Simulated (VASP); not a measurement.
Runs of VASP 6.6.1 on GaP4. The structure is that of space group P6/mmm (No. 191), or close to it. The cells are those of the table. 

```tsv
task	cell	k mesh	cutoff (eV)	gap on the mesh (eV)	pressure (GPa)	relaxed volume (Å³/atom)
single point	a = 3.949, b = 3.949, c = 8.904 Å, angles 90.0, 90.0, 120.0°, 5 atoms	6 × 6 × 2	520	none	(b)	-
single point	a = 4.394, b = 4.394, c = 5.399 Å, angles 90.0, 90.0, 120.0°, 5 atoms	6 × 6 × 2	520	none	(a)	-
single point	a = 4.555, b = 4.555, c = 4.816 Å, angles 90.0, 90.0, 120.0°, 5 atoms	12 × 12 × 8	520	none	-0.1	-
relaxation of cell and atoms	relaxed from a = 3.949, b = 3.949, c = 8.904 Å, angles 90.0, 90.0, 120.0°, 5 atoms	6 × 6 × 2	600	none	0.0	18.09
relaxation of cell and atoms	relaxed from a = 4.528, b = 4.528, c = 4.911 Å, angles 90.0, 90.0, 120.0°, 5 atoms	12 × 12 × 8	600	-	0.0	17.29
single point	a = 4.528, b = 4.528, c = 4.911 Å, angles 90.0, 90.0, 120.0°, 5 atoms	6 × 6 × 4	520	none	-0.1	-
relaxation of cell and atoms	relaxed from a = 4.394, b = 4.394, c = 5.399 Å, angles 90.0, 90.0, 120.0°, 5 atoms	6 × 6 × 4	600	none	-0.1	17.43
```

Alike in all rows: level PBE; potentials or basis VASP PAW PBE potentials, release 64 (Ga_d, P); no spin polarisation; smearing gaussian 0.1 eV.

Q: Estimate the missing entries.

A: (a) 0.2; (b) 13.1.

Caveats: some runs use coarse meshes; this functional lacks dispersion, which binds the layers, so the pressure and a relaxed spacing across them are unreliable (some runs); the volume moved by over 15 % at a fixed basis, so the end points are rough (some runs); the bands computed are all filled at some k points, so no gap is given (some runs).

A k mesh can miss the band edges, and the runs leave out spin-orbit coupling on Ga.

A gap of «none» marks levels without a gap at the run's occupations.
